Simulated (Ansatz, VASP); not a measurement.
## One calculation of BeTe, two programs

```xyz
2
Lattice="0.0000 2.8095 2.8095 2.8095 0.0000 2.8095 2.8095 2.8095 0.0000" Properties=species:S:1:pos:R:3 pbc="T T T"
Be    0.0000    0.0000    0.0000
Te    1.4047    1.4047    1.4047
```

Alike in both runs: functional r2SCAN; k mesh 8 × 8 × 8; occupations fermi-dirac, width 0.02 eV; no spin polarisation.

Ansatz relaxed the structure, and its values are those at the end. VASP's run is a single point on that final structure, the one shown.

|  | VASP | Ansatz |
| --- | --- | --- |
| version | VASP 6.6.1 | Ansatz 0.2.0 |
| potentials or method | VASP PAW PBE potentials, release 64 (Be, Te), cutoff 520 eV | PAW plane waves |
| valence electrons in the cell | 8 | 18 |

|  | VASP | Ansatz | Ansatz less VASP |
| --- | --- | --- | --- |
| gap on the k mesh at the Fermi level (eV) | 2.32 | 2.33 | +0.010 |
| pressure (GPa) | 1.4 | 1.3 | -0.19 |

VASP's potentials were made for PBE, not for r2SCAN. VASP's potentials hold 8 valence electrons a cell and Ansatz's 18, so a difference there can come from the potentials and not from the codes. Ansatz's warnings: stress scf threshold loose.

Spin-orbit coupling is off throughout.
